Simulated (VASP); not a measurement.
A run of VASP 6.6.1 is set up as follows.

The input INCAR:

```
PREC = Accurate ; ENCUT = 600
EDIFF = 1E-6 ; ISMEAR = 0
SIGMA = 0.02 ; LREAL = False
LASPH = True ; NELM = 100
ALGO = Normal ; ISIF = 3
LWAVE = False ; LCHARG = False
GGA = CA ; IBRION = 2
NSW = 70 ; EDIFFG = -0.008
PSTRESS = 20.0
```

Contents of KPOINTS:

```
Automatic mesh
0
Gamma
  6 6 4
```

The input POSCAR:

```
SiO2
1.0
    4.9163782013      0.0000000000      0.0000000000
    0.0000000000      4.9163782013      0.0000000000
    0.0000000000      0.0000000000      6.8338653355
Si O
4 8
Direct
    0.1961473897      0.1961473897      0.0000000000
    0.3038526103      0.6961473897      0.7500000000
    0.6961473897      0.3038526103      0.2500000000
    0.8038526103      0.8038526103      0.5000000000
    0.6122954414      0.7375222820      0.6828353919
    0.3877045586      0.2624777180      0.1828353919
    0.7375222820      0.6122954414      0.3171646081
    0.2375222820      0.8877045586      0.9328353919
    0.2624777180      0.3877045586      0.8171646081
    0.1122954414      0.7624777180      0.5671646081
    0.8877045586      0.2375222820      0.0671646081
    0.7624777180      0.1122954414      0.4328353919
```

Potentials or basis: VASP PAW LDA potentials, release 64 (Si, O).

Run with:

```console
$ cat potpaw_LDA.64/Si/POTCAR potpaw_LDA.64/O/POTCAR > POTCAR
$ mpirun -np 1 vasp_std > vasp.out
```

(1) Estimate the relaxed cell.

(2) What does it give for the band gap on the k mesh?

Answers

(1) a = 4.759 Å, b = 4.759 Å, c = 6.488 Å, α = 90.00°, β = 90.00°, γ = 90.00°.

(2) 5.76 eV.

Caveat: the cell is relaxed towards a set pressure, so the run minimises the enthalpy, not the energy.
